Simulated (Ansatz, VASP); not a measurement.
**Two plane-wave programs on HgTe**

INCAR

```
SYSTEM = HgTe
PREC = Accurate
ENCUT = 520
EDIFF = 1E-7
ISMEAR = 0
SIGMA = 0.15
LREAL = .False.
LASPH = .True.
NELM = 100
ALGO = Normal
ISIF = 2
LWAVE = .False.
LCHARG = .True.
GGA = PS
LELF = .True.
LVHAR = .True.
NBANDS = 16
```

KPOINTS

```
regular mesh
0
Gamma
  16 16 16
  0 0 0
```

POSCAR

```
HgTe
1.0
    0.0000000000      3.0930919152      3.3372833822
    3.0930919152      0.0000000000      3.3372833822
    3.0930919152      3.0930919152      0.0000000000
Hg Te
1 1
Direct
    0.0000000000      0.0000000000      0.0000000000
    0.7500000000      0.7500000000      0.7500000000
```

Input for Ansatz:

```yaml
crystal:
  lattice:
    - [0.0, 3.0930919152, 3.3372833822]
    - [3.0930919152, 0.0, 3.3372833822]
    - [3.0930919152, 3.0930919152, 0.0]
  atoms:
    - { symbol: Hg, position: [0.0, 0.0, 0.0] }
    - { symbol: Te, position: [0.75, 0.75, 0.75] }
basis:
  ecutwfc: 420
kpoints:
  mp_grid: { grid: [16, 16, 16] }
hamiltonian:
  xc: pbesol
scf:
  occupations: { method: gaussian, width: 0.15 }
output:
  forces: true
  stress: true
  eigenvalues: true
```

Change from the starting cell: strain -0.050 along x and y, +0.025 along z, atoms carried along.

Alike in both runs: task single point; functional PBEsol; k mesh 16 × 16 × 16; occupations gaussian, width 0.15 eV; no spin polarisation.

|  | VASP | Ansatz |
| --- | --- | --- |
| version | VASP 6.6.1 | Ansatz 0.2.0 |
| potentials or method | VASP PAW PBE potentials, release 64 (Hg, Te), cutoff 520 eV | scalar-relativistic, plane waves, PAW |
| valence electrons in the cell | 18 | 36 |

Ansatz gave:

- gap on the k mesh at the Fermi level (eV): none
- pressure (GPa): 3.8
- traceless stress, the component that is largest in VASP (GPa): -0.79

Task: Estimate VASP's values.

Result: gap on the k mesh at the Fermi level (eV): none; pressure (GPa): 4.0; traceless stress, the component that is largest in VASP (GPa): -0.79.

VASP's potentials were made for PBE, not for PBEsol. A gap of «none» marks a metal or a gap that the smearing closes. With one functional, cell and mesh, what is left measures potentials, basis and numerics. VASP's potentials hold 18 valence electrons a cell and Ansatz's 36, so a difference there can come from the potentials and not from the codes.

Neither program's run includes spin-orbit coupling.
